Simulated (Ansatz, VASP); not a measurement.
Os: VASP beside Ansatz

File INCAR:

```
SYSTEM = Os
PREC = Accurate
ENCUT = 600
EDIFF = 1E-6
ISMEAR = -1
SIGMA = 0.1
LREAL = .False.
LASPH = .True.
NELM = 100
ALGO = Normal
ISIF = 3
LWAVE = .False.
LCHARG = .False.
GGA = PS
IBRION = 2
NSW = 80
EDIFFG = -0.01
```

The input KPOINTS:

```
Automatic mesh
0
Gamma
  10 10 10
  0 0 0
```

Contents of POSCAR:

```
Os
1.0
    0.0000000000      2.6631674351      2.6631674351
    2.6631674351      0.0000000000      2.6631674351
    2.6631674351      2.6631674351      0.0000000000
Os
2
Direct
    0.1250000000      0.1250000000      0.1250000000
    0.8750000000      0.8750000000      0.8750000000
```

Input for Ansatz:

```yaml
crystal:
  lattice:
    - [0.0, 2.6631674351, 2.6631674351]
    - [2.6631674351, 0.0, 2.6631674351]
    - [2.6631674351, 2.6631674351, 0.0]
  atoms:
    - { symbol: Os, position: [0.125, 0.125, 0.125] }
    - { symbol: Os, position: [0.875, 0.875, 0.875] }
hamiltonian:
  xc: pbesol
  pseudopotentials:
    kind: paw
    azcp:
      Os: "pseudopotentials/Os.paw.azcp"
basis:
  ecutwfc: 420
  fft_grid_basis: typed
kpoints:
  mp_grid: { grid: [10, 10, 10], shift: [0, 0, 0] }
magnetization:
  spin_polarized: false
scf:
  occupations: { method: fermi_dirac, width: 0.1 }
relax:
  max_steps: 60
  f_tol: 0.01
  cell: {}
```

Alike in both runs: task relaxation of cell and atoms; functional PBEsol; k mesh 10 × 10 × 10; occupations fermi-dirac, width 0.1 eV; no spin polarisation.

|  | VASP | Ansatz |
| --- | --- | --- |
| version | VASP 6.6.1 | Ansatz 0.2.0 |
| potentials or method | VASP PAW PBE potentials, release 64 (Os), cutoff 600 eV | plane waves (420 eV) with PAW, scalar-relativistic |
| valence electrons in the cell | 16 | 32 |

|  | VASP | Ansatz | Ansatz less VASP |
| --- | --- | --- | --- |
| relaxed volume (Å³/atom) | 20.72 | 20.82 | +0.103 |
| relaxed length of the cell vector where the two differ most in proportion (Å) | 3.884 | 3.891 | +0.0064 |

VASP's potentials were made for PBE, not for PBEsol, and Ansatz warns of the same on its side. VASP's potentials hold 16 valence electrons a cell and Ansatz's 32, so a difference there can come from the potentials and not from the codes.

Neither program's run includes spin-orbit coupling.
